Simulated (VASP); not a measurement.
Wanted: the native input for a VASP 6.6.1 run.

```yaml
Task: single point
Functional: PBE
Dispersion: D3(BJ)
Potentials_or_basis: VASP PAW PBE potentials, release 64 (Si, Co)
Cutoff: 520 eV
k_mesh: 3 × 3 × 1
Occupations: gaussian, width 0.1 eV
Spin: no spin polarisation
Dipole_correction: yes
Further_INCAR_settings: LREAL = Auto; ALGO = Normal; EDIFF = 1e-06; NBANDS = 86
```

The structure of CoSi2 lies in POSCAR:

```
CoSi2
1.0
    7.5013146777      0.0000000000      0.0000000000
   -3.7506573389      6.4963290727      0.0000000000
    0.0000000000      0.0000000000     20.5935983401
Si Co
16 8
Direct
    0.5000000000      0.5000000000      0.3884702356
    0.5000000000      0.0000000000      0.3884702356
    0.0000000000      0.5000000000      0.3884702356
    0.0000000000      0.0000000000      0.3884702356
    0.6666666667      0.3333333333      0.4628234119
    0.6666666667      0.8333333333      0.4628234119
    0.1666666667      0.3333333333      0.4628234119
    0.1666666667      0.8333333333      0.4628234119
    0.8333333333      0.6666666667      0.5355749522
    0.8333333333      0.1666666667      0.5355749522
    0.3333333333      0.6666666667      0.5355749522
    0.3333333333      0.1666666667      0.5355749522
    0.0000000000      0.5000000000      0.6100581941
    0.0000000000      0.0000000000      0.6100581941
    0.5000000000      0.5000000000      0.6100581941
    0.5000000000      0.0000000000      0.6100581941
    0.3333333333      0.1666666667      0.4256468238
    0.3333333333      0.6666666667      0.4256468238
    0.8333333333      0.1666666667      0.4256468238
    0.8333333333      0.6666666667      0.4256468238
    0.6666666667      0.3333333333      0.5759633351
    0.6666666667      0.8333333333      0.5759633351
    0.1666666667      0.3333333333      0.5759633351
    0.1666666667      0.8333333333      0.5759633351
```

The input as run:

INCAR

```
SYSTEM = CoSi2
PREC = Accurate
ENCUT = 520
EDIFF = 1E-6
ISMEAR = 0
SIGMA = 0.1
LREAL = Auto
LASPH = .TRUE.
NELM = 80
ALGO = Normal
ISIF = 2
LWAVE = .FALSE.
LCHARG = .FALSE.
LDIPOL = .TRUE.
IDIPOL = 3
DIPOL = 0.5 0.5 0.500
GGA = PE
IVDW = 12
NBANDS = 86
```

KPOINTS

```
regular mesh
0
G
  3 3 1
  0 0 0
```

Potentials or basis: VASP PAW PBE potentials, release 64 (Si, Co).

Run with:

```bash
$ cat potpaw_PBE.64/Si/POTCAR potpaw_PBE.64/Co/POTCAR > POTCAR
$ mpirun -np 1 vasp_std > vasp.out
```

Results of the run:

- Largest force: 0.679 eV/Å
- Dispersion energy per atom: -0.298 eV

Caveat: the run has no spin polarisation, though such a crystal can be magnetic.

Wall time 8.3 min on 1 thread of Intel(R) Xeon(R) 6975P-C (Granite Rapids) (shared host), peak memory 0.96 GiB.
